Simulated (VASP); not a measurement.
Set up this calculation in VASP 6.6.1, as the native input.

```yaml
Task: single point
Functional: PBE
Potentials_or_basis: VASP PAW PBE potentials, release 64 (Sr_sv)
Cutoff: 520 eV
k_mesh: 12 × 12 × 6
Occupations: gaussian, width 0.15 eV
Spin: no spin polarisation
Dipole_correction: no
Further_INCAR_settings: ALGO = Fast; EDIFF = 1e-06; NBANDS = 17
```

The structure of Sr lies in POSCAR:

```
Sr
1.0
    4.0330299708      0.0000000000      0.0000000000
   -2.0165149854      3.8992648269      0.0000000000
    0.0000000000      0.0000000000      7.0133159835
Sr
2
Direct
    0.3333333333      0.6666666667      0.2500000000
    0.6666666667      0.3333333333      0.7500000000
```

This cell differs from its parent crystal: strain +e along x and -e along y -0.0550, strain +e along z and -e/2 along x and y +0.0000.

One way to write it, as run:

INCAR

```
SYSTEM = Sr
PREC     = Accurate       ! precision mode
ENCUT    = 520            ! plane-wave cutoff, eV
EDIFF    = 1E-6           ! SCF threshold, eV
ISMEAR   = 0              ! smearing method
SIGMA    = 0.15           ! smearing width, eV
LREAL    = .False.        ! projectors in reciprocal space
LASPH    = .True.         ! aspherical terms in the spheres
NELM     = 100            ! most SCF steps
ALGO     = Fast           ! electronic algorithm
ISIF     = 2              ! what is computed and relaxed
LWAVE    = .False.        ! write WAVECAR
LCHARG   = .True.         ! write CHGCAR
GGA      = PE             ! functional
LELF     = .True.         ! ELF
LVHAR    = .True.       
NBANDS   = 17             ! bands
```

KPOINTS

```
regular mesh
0
Gamma
  12 12 6
  0 0 0
```

Potentials or basis: VASP PAW PBE potentials, release 64 (Sr_sv).

Command:

```bash
$ cat potpaw_PBE.64/Sr_sv/POTCAR > POTCAR
$ mpirun -np 1 vasp_std > vasp.out
```

It gave:

```yaml
Pressure: 0.1 GPa
Largest_force: 0.092 eV/Å
Band_gap_on_the_k_mesh: zero (bands 10 and 11 overlap by 0.17 eV)
```

Caveat: the cell differs from its parent crystal (strain +e along x and -e along y -0.0550, strain +e along z and -e/2 along x and y +0.0000).

Run time: 2.4 min on 1 thread of AMD EPYC 9R45 96-Core Processor (Zen 5), on a shared host, peak memory 0.4 GiB.
